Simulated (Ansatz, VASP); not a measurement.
## Two plane-wave programs on Au

```
CELL_PARAMETERS angstrom
0.00000 2.07491 2.07491
2.07491 0.00000 2.07491
2.07491 2.07491 0.00000
ATOMIC_POSITIONS crystal
Au 0.00000 0.00000 0.00000
```

Alike in both runs: task single point; functional LDA; k mesh 11 × 11 × 11; occupations fermi-dirac, width 0.05 eV; no spin polarisation.

|  | VASP | Ansatz |
| --- | --- | --- |
| version | VASP 6.6.1 | Ansatz 0.2.0 |
| potentials or method | VASP PAW LDA potentials, release 64 (Au) | Ansatz PAW |
| plane-wave cutoff (eV) | 520 | 420 |
| valence electrons in the cell | 11 | 19 |

Ansatz gave:

* gap on the k mesh at the Fermi level (eV): none
* pressure (GPa): -11.8

Which values does VASP return?

gap on the k mesh at the Fermi level (eV): none; pressure (GPa): -11.4.

LDA's correlation is that of Perdew and Zunger in VASP and of Perdew and Wang (1992) in Ansatz. A gap of «none» marks a metal or a gap that the smearing closes. VASP's potentials hold 11 valence electrons a cell and Ansatz's 19, so a difference there can come from the potentials and not from the codes.

Neither program's run includes spin-orbit coupling.
